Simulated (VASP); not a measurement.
# CaO (P6_3/mmc) in VASP: notebook

CaO is run at these levels: PBE, HSE06; tasks: single point.

All numbers are computed with VASP 6.6.1; they aren't measurements. Logs are shortened: lines on timing, memory, paths and dates and some standing lists are left out, and cuts for length are marked.

### Step 1. The cell of the first run

It takes space group P6_3/mmc (No. 194, hexagonal). The conventional cell has a = 3.981 Å, b = 3.981 Å, c = 4.770 Å, α = 90.00°, β = 90.00°, γ = 120.00°. Ca (site symmetry -6m2) has 5 O at 2.30 to 2.39 Å within 3.0 Å. O (site symmetry -6m2) has 5 Ca at 2.30 to 2.39 Å within 3.0 Å.

### Step 2. Single point, PBE

File INCAR:

```
SYSTEM = CaO
PREC = Accurate
ENCUT = 520
EDIFF = 1E-6
ISMEAR = 0
SIGMA = 0.01
LREAL = .FALSE.
LASPH = .TRUE.
NELM = 100
ALGO = Fast
ISIF = 2
LWAVE = .FALSE.
LCHARG = .FALSE.
GGA = PE
NBANDS = 24
```

File KPOINTS:

```
Automatic mesh
0
G
  6 6 4
  0 0 0
```

File POSCAR:

```
CaO
1.0
    3.9810268818      0.0000000000      0.0000000000
   -1.9905134409      3.4476704128      0.0000000000
    0.0000000000      0.0000000000      4.7701152067
Ca O
2 2
Direct
    0.3333333333      0.6666666667      0.2500000000
    0.6666666667      0.3333333333      0.7500000000
    0.6666666667      0.3333333333      0.2500000000
    0.3333333333      0.6666666667      0.7500000000
```

Potentials or basis: VASP PAW PBE potentials, release 64 (Ca_sv, O).

Started as:

```
$ cat potpaw_PBE.64/Ca_sv/POTCAR potpaw_PBE.64/O/POTCAR > POTCAR
$ mpirun -np 1 vasp_std > vasp.out
```

OUTCAR:

```text
SYSTEM = CaO
   PREC = Accurate
   ENCUT = 520
   EDIFF = 1E-6
   ISMEAR = 0
   LREAL = .FALSE.
   LASPH = .TRUE.
   NELM = 100
   ISIF = 2
   GGA = PE

 ion  position               nearest neighbor table
   1  0.333  0.667  0.250-   3 2.30   3 2.30   3 2.30   4 2.39   4 2.39
   2  0.667  0.333  0.750-   4 2.30   4 2.30   4 2.30   3 2.39   3 2.39
   3  0.667  0.333  0.250-   1 2.30   1 2.30   1 2.30   2 2.39   2 2.39
   4  0.333  0.667  0.750-   2 2.30   2 2.30   2 2.30   1 2.39   1 2.39

  LATTYP: Found a hexagonal cell.
 ALAT       =     3.9810268818
 C/A-ratio  =     1.1982122574

  Lattice vectors:

 A1 = (   3.9810268818,   0.0000000000,   0.0000000000)
 A2 = (  -1.9905134409,   3.4476704128,   0.0000000000)
 A3 = (   0.0000000000,   0.0000000000,   4.7701152067)

Analysis of symmetry for initial positions (statically):
=====================================================================
 Subroutine PRICEL returns:
 Original cell was already a primitive cell.

 Routine SETGRP: Setting up the symmetry group for a
 hexagonal supercell.

 Subroutine GETGRP returns: Found 24 space group operations
 (whereof 12 operations were pure point group operations)
 out of a pool of 24 trial point group operations.

The static configuration has the point symmetry D_3d.
 The point group associated with its full space group is D_6h.

Analysis of symmetry for dynamics (positions and initial velocities):
=====================================================================
 Subroutine PRICEL returns:
 Original cell was already a primitive cell.

 Routine SETGRP: Setting up the symmetry group for a
 hexagonal supercell.

 Subroutine GETGRP returns: Found 24 space group operations
 (whereof 12 operations were pure point group operations)
 out of a pool of 24 trial point group operations.

The dynamic configuration has the point symmetry D_3d.
 The point group associated with its full space group is D_6h.

 Subroutine INISYM returns: Found 24 space group operations
 (whereof 12 operations are pure point group operations),
 and found     1 'primitive' translations

----------------------------------------------------------------------------------------

                                     Primitive cell

  volume of cell :      65.4711

  direct lattice vectors                    reciprocal lattice vectors
     3.981026882  0.000000000  0.000000000     0.251191471  0.145025464  0.000000000
    -1.990513441  3.447670413  0.000000000     0.000000000  0.290050927  0.000000000
     0.000000000  0.000000000  4.770115207     0.000000000  0.000000000  0.209638543

  length of vectors
     3.981026882  3.981026882  4.770115207     0.290050927  0.290050927  0.209638543

  position of ions in fractional coordinates (direct lattice)
     0.333333333  0.666666667  0.250000000
     0.666666667  0.333333333  0.750000000
     0.666666667  0.333333333  0.250000000
     0.333333333  0.666666667  0.750000000

  ion indices of the primitive-cell ions
   primitive index   ion index
                 1           1
                 2           2
                 3           3
                 4           4

----------------------------------------------------------------------------------------

 KPOINTS: Automatic mesh

Automatic generation of k-mesh.
 Grid dimensions read from file:
 generate k-points for:    6    6    4

 Generating k-lattice:

  Cartesian coordinates                     Fractional coordinates (reciprocal lattice)
     0.041865245  0.024170911  0.000000000     0.166666667 -0.000000000  0.000000000
     0.000000000  0.048341821  0.000000000     0.000000000  0.166666667  0.000000000
     0.000000000  0.000000000  0.052409636     0.000000000  0.000000000  0.250000000

  Length of vectors
     0.048341821  0.048341821  0.052409636

  Shift w.r.t. Gamma in fractional coordinates (k-lattice)
     0.000000000  0.000000000  0.000000000

 Subroutine IBZKPT returns following result:
 ===========================================

 Found     21 irreducible k-points:

 Following reciprocal coordinates:
            Coordinates               Weight
  0.000000  0.000000  0.000000      1.000000
  0.166667  0.000000  0.000000      6.000000
  0.333333 -0.000000  0.000000      6.000000
  0.500000 -0.000000  0.000000      3.000000
  0.166667  0.166667  0.000000      6.000000
  0.333333  0.166667  0.000000     12.000000
[... 13 lines left out ...]
  0.333333  0.166667  0.500000     12.000000
  0.333333  0.333333  0.500000      2.000000
   k-points           NKPTS =     21   k-points in BZ     NKDIM =     21   number of bands    NBANDS=     24
   number of dos      NEDOS =    301   number of ions     NIONS =      4
   total plane-waves  NPLWV =  32400
   dimension x,y,z NGX =    30 NGY =   30 NGZ =   36
   dimension x,y,z NGXF=    60 NGYF=   60 NGZF=   72
   ions per type =               2   2
   NGX,Y,Z   is equivalent  to a cutoff of  12.53, 12.53, 12.55 a.u.
   NGXF,Y,Z  is equivalent  to a cutoff of  25.06, 25.06, 25.09 a.u.
 SYSTEM =  CaO
   PREC   = accura    normal or accurate (medium, high low for compatibility)
   ISTART =      0    job   : 0-new  1-cont  2-samecut
   ICHARG =      2    charge: 1-file 2-atom 10-const
   ISPIN  =      1    spin polarized calculation?
   LNONCOLLINEAR =      F non collinear calculations
   LSORBIT =      F    spin-orbit coupling
   LASPH  =      T    aspherical Exc in radial PAW
   ENCUT  =  520.0 eV  38.22 Ry    6.18 a.u.   7.40  7.40  8.87*2*pi/ulx,y,z
   NELM   =    100;   NELMIN=  2; NELMDL= -5     # of ELM steps
   EDIFF  = 0.1E-05   stopping-criterion for ELM
   LREAL  =      F    real-space projection
   EDIFFG = 0.1E-04   stopping-criterion for IOM
   NSW    =      0    number of steps for IOM
   IBRION =     -1    ionic relax: 0-MD 1-quasi-New 2-CG
   NFREE  =      0    steps in history (QN), initial steepest desc. (CG)
   ISIF   =      2    stress and relaxation
   ISYM   =      2    0-nonsym 1-usesym 2-fastsym
   POTIM  = 0.5000    time-step for ionic-motion
   TEBEG  =    0.0;   TEEND  =   0.0 temperature during run
   PSTRESS=    0.0 pullay stress
   NELECT =      32.0000    total number of electrons
   NUPDOWN=      -1.0000    fix difference up-down
   EMIN   =  10.00;   EMAX   =-10.00  energy-range for DOS
   EFERMI =   0.00;   METHOD = LEGACY
   ISMEAR =     0;   SIGMA  =   0.01  broadening in eV -4-tet -1-fermi 0-gaus
   EFERMI_NEDOS =   21; number of points for ismear=-14 and -15
   IALGO  =     68    algorithm
   IMIX   =      4    mixing-type and parameters
     AMIX     =   0.40;   BMIX     =  1.00
     AMIX_MAG =   1.60;   BMIX_MAG =  1.00
  volume/ion in A,a.u.               =      16.37       110.46
  Fermi-wavevector in a.u.,A,eV,Ry     =   1.289560  2.436915 22.626015  1.662965
  Thomas-Fermi vector in A             =   2.421445
   LORBIT       =      0    0 simple, 1 ext, 2 COOP (PROOUT), +10 PAW based schemes
   GGA     = PE    functional components
   LHFCALC =     F    Hartree Fock is set to
   AEXX    =    0.0000 exact exchange contribution
   IVDW    =     0    specifies the selected vdW correction
   LEPSILON=     F    determine dielectric tensor
   LRPA    =     F    only Hartree local field effects (RPA)
 non-spin polarized calculation
 RMM-DIIS sequential band-by-band and
 Gauss-broadening in eV      SIGMA  =   0.01
  energy-cutoff  :      520.00
  volume of cell :       65.47
 maximum number of plane-waves:      1811
 NGX is ok and might be reduce to    30
   NGX = 15   NGY = 15   NGZ = 17

 number of electron      31.9999988 magnetization

 Free energy of the ion-electron system (eV)
  ---------------------------------------------------
  ext. energy  EPLUGINS =         0.00000000
  ---------------------------------------------------
  free energy    TOTEN  =       -25.33784985 eV

  energy without entropy =      -25.33784985  energy(sigma->0) =      -25.33784985

 E-fermi :   1.4328     XC(G=0):  -9.4331

 val. band max:        1.3886295338   @ k =   0.0000   0.0000   0.0000
 cond. band min:       4.5783426216   @ k =   0.0000   0.0000   0.0000
 fundamental gap:      3.1897130877
 Fermi energy:         1.4327971725

 k-point     1 :       0.0000    0.0000    0.0000
  band No.  band energies     occupation
      1     -36.2319      2.00000
      2     -36.0962      2.00000
      3     -17.5803      2.00000
      4     -17.3319      2.00000
      5     -17.3319      2.00000
      6     -17.1304      2.00000
[... 16 lines left out ...]
     23       9.9896      0.00000
     24       9.9900      0.00000

 k-point     2 :       0.1667    0.0000    0.0000
  band No.  band energies     occupation
      1     -36.2205      2.00000
      2     -36.1009      2.00000
      3     -17.5426      2.00000
      4     -17.4475      2.00000
      5     -17.3551      2.00000
      6     -17.2708      2.00000
[... 16 lines left out ...]
     23       9.5394      0.00000
     24       9.7967      0.00000

 k-point     3 :       0.3333   -0.0000    0.0000
  band No.  band energies     occupation
      1     -36.1931      2.00000
      2     -36.1149      2.00000
      3     -17.6592      2.00000
      4     -17.5108      2.00000
      5     -17.4470      2.00000
      6     -17.3976      2.00000
[... 16 lines left out ...]
     23       9.6410      0.00000
     24       9.8815      0.00000
[... 433 lines left out ...]
 k-point    20 :       0.3333    0.1667    0.5000
  band No.  band energies     occupation
      1     -36.1494      2.00000
      2     -36.1494      2.00000
      3     -18.0094      2.00000
      4     -18.0094      2.00000
      5     -17.3002      2.00000
      6     -17.3002      2.00000
[... 16 lines left out ...]
     23       9.9591      0.00000
     24       9.9617      0.00000

 k-point    21 :       0.3333    0.3333    0.5000
  band No.  band energies     occupation
      1     -36.1477      2.00000
      2     -36.1477      2.00000
      3     -18.0431      2.00000
      4     -18.0431      2.00000
      5     -17.3314      2.00000
      6     -17.3314      2.00000
[... 16 lines left out ...]
     23       9.9594      0.00000
     24       9.9596      0.00000

------------------------ aborting loop because EDIFF is reached ----------------------------------------

  FORCE on cell =-STRESS in cart. coord.  units (eV):
  Direction    XX          YY          ZZ          XY          YZ          ZX
  --------------------------------------------------------------------------------------
  -------------------------------------------------------------------------------------
  Total        0.8645637      0.8645637      1.0776612      0.0000000      0.0000000     -0.0000000
  in kB       21.1571849     21.1571849     26.3720019      0.0000000      0.0000000     -0.0000000
  external PRESSURE =      22.8954572 kB  Pullay stress =       0.0000000 kB

 VOLUME and BASIS-vectors are now :
 -----------------------------------------------------------------------------
  energy-cutoff  :      520.00
  volume of cell :       65.47
      direct lattice vectors                 reciprocal lattice vectors
     3.981026882  0.000000000  0.000000000     0.251191471  0.145025464  0.000000000
    -1.990513441  3.447670413  0.000000000     0.000000000  0.290050927  0.000000000
     0.000000000  0.000000000  4.770115207     0.000000000  0.000000000  0.209638543

 POSITION                                       TOTAL-FORCE (eV/Angst)
 -----------------------------------------------------------------------------------
     -0.00000      2.29845      1.19253        -0.000000      0.000000      0.000000
      1.99051      1.14922      3.57759         0.000000     -0.000000      0.000000
      1.99051      1.14922      1.19253         0.000000     -0.000000      0.000000
     -0.00000      2.29845      3.57759        -0.000000      0.000000      0.000000
 -----------------------------------------------------------------------------------
    total drift:                                0.000000     -0.000000      0.000000

  FREE ENERGIE OF THE ION-ELECTRON SYSTEM (eV)
  ---------------------------------------------------
  free  energy   TOTEN  =       -25.3378498536 eV

  energy  without entropy=      -25.3378498536  energy(sigma->0) =      -25.33784985
```

It took 31 s on 1 thread of AMD EPYC 9R45 (Zen 5), shared host; peak memory 0.16 GiB.

What came out:

```yaml
Free_energy: -25.3378 eV
Pressure: 2.3 GPa
Band_gap_on_the_k_mesh: 3.19 eV
```

Stress tensor (GPa, compression positive):
```
2.12 0.00 0.00
0.00 2.12 0.00
0.00 0.00 2.64
```

Levels at points of the mesh, in eV from the valence-band top:
```csv
k point,band 13,band 14,band 15,band 16,band 17,band 18,band 19,band 20
"(0.00, 0.00, 0.00)",-1.17,-1.17,-1.09,0.00,3.19,6.15,6.15,7.74
"(0.50, 0.00, 0.00)",-0.86,-0.84,-0.60,-0.39,4.69,5.26,5.27,7.66
"(0.00, 0.00, 0.50)",-1.31,-1.31,-1.31,-1.31,5.00,5.00,7.80,7.80
"(0.50, 0.00, 0.50)",-1.07,-1.07,-0.77,-0.77,5.37,5.37,7.35,7.35
```

(Part 1 of 2 ends here.)
